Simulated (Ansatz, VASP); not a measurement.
# One calculation of InSe, two programs

```
CELL_PARAMETERS angstrom
3.59907 0.00000 0.00000
0.00000 3.59907 0.00000
0.00000 0.00000 3.59907
ATOMIC_POSITIONS crystal
In 0.00000 0.00000 0.00000
Se 0.50000 0.50000 0.50000
```

Alike in both runs: functional r2SCAN; k mesh 16 × 16 × 16; occupations gaussian, width 0.1 eV; no spin polarisation.

Ansatz relaxed the structure, and its values are those at the end. VASP's run is a single point on that final structure, the one shown.

|  | VASP | Ansatz |
| --- | --- | --- |
| version | VASP 6.6.1 | Ansatz 0.2.0 |
| potentials or method | VASP PAW PBE potentials, release 64 (In_d, Se), cutoff 520 eV | scalar-relativistic, plane waves, PAW |
| valence electrons in the cell | 19 | 29 |

```tsv
	VASP	Ansatz	Ansatz less VASP
gap on the k mesh at the Fermi level (eV)	none	none	-
pressure (GPa)	0.0	0.0	-0.07
```

VASP's potentials were made for PBE, not for r2SCAN. A gap of «none» marks a metal or a gap that the smearing closes. VASP's potentials hold 19 valence electrons a cell and Ansatz's 29, so a difference there can come from the potentials and not from the codes.
